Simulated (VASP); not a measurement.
Input of a VASP 6.6.1 run:

INCAR

```
SYSTEM = MgO
PREC = Accurate ; ENCUT = 600
EDIFF = 1E-6 ; ISMEAR = 0
SIGMA = 0.01 ; LREAL = .False.
LASPH = .True. ; NELM = 120
ALGO = Normal ; ISIF = 2
LWAVE = .False. ; LCHARG = .False.
GGA = RP ; IVDW = 12
NBANDS = 11 ; GGA_COMPAT = .False.
```

File KPOINTS:

```
Automatic mesh
0
Gamma
  11 11 11
  0 0 0
```

Contents of POSCAR:

```
MgO
1.0
    0.0000000000      2.0970013950      2.0970013950
    2.0970013950      0.0000000000      2.0970013950
    2.0970013950      2.0970013950      0.0000000000
Mg O
1 1
Direct
    0.0000000000      0.0000000000      0.0000000000
    0.5000000000      0.5000000000      0.5000000000
```

Potentials or basis: VASP PAW PBE potentials, release 64 (Mg, O).

Run with:

```console
$ cat potpaw_PBE.64/Mg/POTCAR potpaw_PBE.64/O/POTCAR > POTCAR
$ mpirun -np 1 vasp_std > vasp.out
```

(1) Predict the pressure.

(2) Estimate the dispersion energy per atom.

Answers

(1) -15.9 GPa.

(2) -1.319 eV.

Caveat: the cell stands under tension; the dispersion term is far too large for a dense solid, which distorts pressure and volume; the PAW data sets were made with another functional, which shifts forces and pressure a little.
